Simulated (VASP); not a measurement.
Runs of VASP 6.6.1 on Ni. The structure is that of space group Fm-3m (No. 225), or close to it. The cells are those of the table. 

```tsv
task	level	potentials or basis	cell	cutoff (eV)	gap on the mesh (eV)	pressure (GPa)	moment (μB)	relaxed volume (Å³/atom)
relaxation of cell and atoms	LDA	VASP PAW LDA potentials, release 64 (Ni)	relaxed from a = 2.492 Å, angles 60.0°, 1 atom	600	none	0.1	0.60	10.03
single point	r2SCAN+rVV10	VASP PAW PBE potentials, release 64 (Ni)	a = 2.449 Å, angles 60.0°, 1 atom	520	none	0.9	0.69	-
single point	LDA	VASP PAW LDA potentials, release 64 (Ni)	a = 2.422 Å, angles 60.0°, 1 atom	520	none	(a)	0.60	-
relaxation of cell and atoms	r2SCAN+rVV10	VASP PAW PBE potentials, release 64 (Ni)	relaxed from a = 2.492 Å, angles 60.0°, 1 atom	600	none	0.0	0.69	(b)
single point	revPBE+D3(BJ)	VASP PAW PBE potentials, release 64 (Ni)	a = 2.449 Å, angles 60.0°, 1 atom	520	none	0.0	0.64	-
```

Alike in all rows: spin collinear, ferromagnetic start; k mesh 15 × 15 × 15; smearing fermi-dirac 0.05 eV.

Problem. Fill in the values left out.

Solution. (a) -0.2; (b) 10.41.

Caveats: the PAW data sets were made with another functional, which shifts forces and pressure a little (at least some runs).

A gap of «none» marks levels without a gap at the run's occupations.
